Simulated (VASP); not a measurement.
AlNi:

```xyz
2
Lattice="1.9387 -1.9532 0.0000 1.9387 1.9532 0.0000 0.0000 0.0000 3.0994" Properties=species:S:1:pos:R:3 pbc="T T T"
Al    0.0000    0.0000    0.0000
Ni    1.9387    0.0000    1.5497
```

* Program: VASP 6.6.1
* Task: relaxation of cell and atoms
* Functional: LDA
* Potentials or basis: VASP PAW LDA potentials, release 64 (Al, Ni)
* Cutoff: 600 eV
* k mesh: 16 × 16 × 14
* Occupations: gaussian, width 0.1 eV
* Spin: no spin polarisation

At the start: pressure -4.9 GPa; volume 11.74 Å³/atom.

Question: Where does the relaxation end?

Answer: Over 13 steps the energy falls by 28.6 meV/atom and the volume is 11.38 Å³/atom (-3.0 %); space group P4/mmm (No. 123, to 0.1 Å) before, Pm-3m (No. 221, to 0.1 Å).

The path:
| step | energy change (eV) | largest force (eV/Å) | pressure (GPa) | volume (Å³) |
| --- | --- | --- | --- | --- |
| 1 | 0.0000 | 0.0000 | -4.88 | 23.47 |
| 2 | -0.0186 | 0.0000 | 4.79 | 22.27 |
| 3 | -0.0209 | 0.0000 | 2.12 | 22.56 |
| 4 | -0.0378 | 0.0000 | 2.04 | 22.60 |
| 5 | -0.0522 | 0.0000 | 1.30 | 22.63 |
| 6 | -0.0559 | 0.0000 | 1.19 | 22.64 |
| 7 | -0.0559 | 0.0000 | 1.05 | 22.64 |
| 8 | -0.0561 | 0.0000 | -1.72 | 22.97 |
| 9 | -0.0571 | 0.0000 | -0.19 | 22.81 |
| 10 | -0.0571 | 0.0000 | -0.46 | 22.83 |
| 11 | -0.0571 | 0.0000 | -0.30 | 22.82 |
| 12 | -0.0572 | 0.0000 | 0.00 | 22.75 |
| 13 | -0.0572 | 0.0000 | 0.06 | 22.76 |

Final structure:
```
Al Ni
1.0
     2.00060   -2.00153    0.00000
     2.00060    2.00153    0.00000
     0.00000    0.00000    2.84211
Al Ni
1 1
Direct
  0.00000 0.00000 0.00000
  0.50000 0.50000 0.50000
```
